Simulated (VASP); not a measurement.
# SiC: single point with PBE

The system is SiC.

```
CELL_PARAMETERS angstrom
3.19468 0.00000 0.00000
-1.59734 2.76667 0.00000
0.00000 0.00000 15.67890
ATOMIC_POSITIONS crystal
Si 0.00000 0.00000 0.12508
Si 0.00000 0.00000 0.62508
Si 0.33333 0.66667 0.29181
Si 0.66667 0.33333 0.79181
Si 0.33333 0.66667 0.95828
Si 0.66667 0.33333 0.45828
C 0.00000 0.00000 0.99967
C 0.00000 0.00000 0.49967
C 0.33333 0.66667 0.16685
C 0.66667 0.33333 0.66685
C 0.33333 0.66667 0.83331
C 0.66667 0.33333 0.33331
```

```json
{"Program": "VASP 6.6.1", "Task": "single point", "Functional": "PBE", "Potentials or basis": "VASP PAW PBE potentials, release 64 (Si, C)", "Cutoff": "520 eV", "k mesh": "12 × 12 × 2", "Occupations": "gaussian, width 0.02 eV", "Spin": "no spin polarisation"}
```

```
Pressure               : -16.8 GPa
Largest force          : 0.009 eV/Å
Band gap on the k mesh : 2.05 eV (least direct gap 3.11 eV)
```

Forces in eV/Å, atoms in the order of the input:
```
Si   0.000  0.000  0.009
Si   0.000  0.000  0.009
Si   0.000  0.000  0.000
Si   0.000  0.000  0.000
Si   0.000  0.000  0.002
Si   0.000  0.000  0.002
C    0.000  0.000 -0.009
C    0.000  0.000 -0.009
C    0.000  0.000 -0.001
C    0.000  0.000 -0.001
C    0.000  0.000 -0.001
C    0.000  0.000 -0.001
```

Levels at points of the mesh, in eV from the valence-band top:
```
           k point  band 22  band 23  band 24  band 25  band 26  band 27
(0.00, 0.00, 0.00)    -0.03     0.00     0.00     4.25     4.43     4.77
(0.50, 0.00, 0.00)    -1.69    -1.56    -1.07     2.05     2.18     3.03
(0.00, 0.00, 0.50)    -0.09    -0.09    -0.09     4.32     4.32     5.01
(0.50, 0.00, 0.50)    -1.63    -1.25    -1.25     2.05     2.05     3.25
```

It took 2 min on 1 thread of AMD EPYC 9R45 96-Core Processor (Zen 5) (shared host), peak memory 0.28 GiB.

Caveat: the cell stands under tension. A k mesh can miss the band edges.
